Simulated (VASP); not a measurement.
Here is a VASP 6.6.1 calculation.

File POSCAR:

```
Cd
1.0
   -1.5458648465      1.5458648465      2.3518078511
    1.5458648465     -1.5458648465      2.3518078511
    1.5458648465      1.5458648465     -2.3518078511
Cd
1
Direct
    0.0000000000      0.0000000000      0.0000000000
```

File INCAR.step1:

```
  PREC = Accurate
  ENCUT = 550
  ISMEAR = 0
  SIGMA = 0.1
  LREAL = F
  LASPH = T
  NELM = 120
  NBANDS = 12
  GGA = PE
  ALGO = Normal
  EDIFF = 1E-5
  LWAVE = T
  LCHARG = F
  GGA_COMPAT = F
```

Contents of INCAR.step2:

```
  PREC = Accurate
  ENCUT = 550
  EDIFF = 1E-6
  ISMEAR = 0
  SIGMA = 0.1
  LREAL = F
  LASPH = T
  NELM = 120
  ALGO = Normal
  ISIF = 2
  LWAVE = F
  LCHARG = F
  METAGGA = R2SCAN
  LMIXTAU = T
  NBANDS = 12
  ISTART = 1
  GGA_COMPAT = F
```

KPOINTS

```
regular mesh
0
Gamma
  8 8 8
```

Potentials or basis: VASP PAW PBE potentials, release 64 (Cd).

Launch:

```bash
$ cat potpaw_PBE.64/Cd/POTCAR > POTCAR
$ cp INCAR.step1 INCAR
$ mpirun -np 1 vasp_std > vasp.out
$ cp INCAR.step2 INCAR
$ mpirun -np 1 vasp_std > vasp.out
```

Problem. Estimate the band gap on the k mesh.

Solution. Zero (bands 6 and 7 overlap by 3.52 eV).

Problem. Estimate the pressure.

Solution. -1.2 GPa.

Stress tensor (GPa, compression positive):
```
-0.37  0.00  0.00
 0.00 -0.37  0.00
 0.00  0.00 -2.96
```

Caveat: the PAW data sets were made with another functional, which shifts forces and pressure a little.
